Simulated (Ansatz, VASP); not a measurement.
Two plane-wave programs on Al3GaN4

```xyz
8
Lattice="5.0434 0.0000 0.0001 0.0000 3.1301 0.0000 -0.0032 0.0000 5.8514" Properties=species:S:1:pos:R:3 pbc="T T T"
Al    2.5223    1.5650    0.9792
Al    0.0019    1.5650    4.8848
Al    0.0044    0.0000    1.9409
Ga    2.5166    0.0000    3.8983
N     0.5585    0.0000    3.8990
N     0.6170    1.5650    0.9781
N     3.1500    1.5650    4.9164
N     3.1419    0.0000    1.9094
```

Change from the starting cell: strain +0.000 along x and y, +0.080 along z, atoms carried along.

Alike in both runs: task single point; functional PBEsol; k mesh 6 × 8 × 4; occupations gaussian, width 0.05 eV; no spin polarisation.

```csv
,VASP,Ansatz
version,VASP 6.6.1,Ansatz 0.2.0
potentials or method,"VASP PAW PBE potentials, release 64 (Al, Ga_d, N), cutoff 520 eV","scalar-relativistic, plane waves, PAW"
valence electrons in the cell,42,42
```

|  | VASP | Ansatz | Ansatz less VASP |
| --- | --- | --- | --- |
| gap on the k mesh at the Fermi level (eV) | 2.68 | 2.67 | -0.011 |
| least direct gap on the mesh (eV) | 2.68 | 2.67 | -0.011 |
| pressure (GPa) | -12.4 | -12.3 | +0.10 |
| traceless stress, the component that is largest in VASP (GPa) | -14.30 | -14.20 | +0.107 |
| rms of the force components (eV/Å) | 0.245 | 0.242 | -0.0026 |

VASP's potentials were made for PBE, not for PBEsol. Atom by atom the forces differ by 0.005 eV/Å (rms over components). The functional is the same, so the differences come from potentials, cutoffs and numerics.
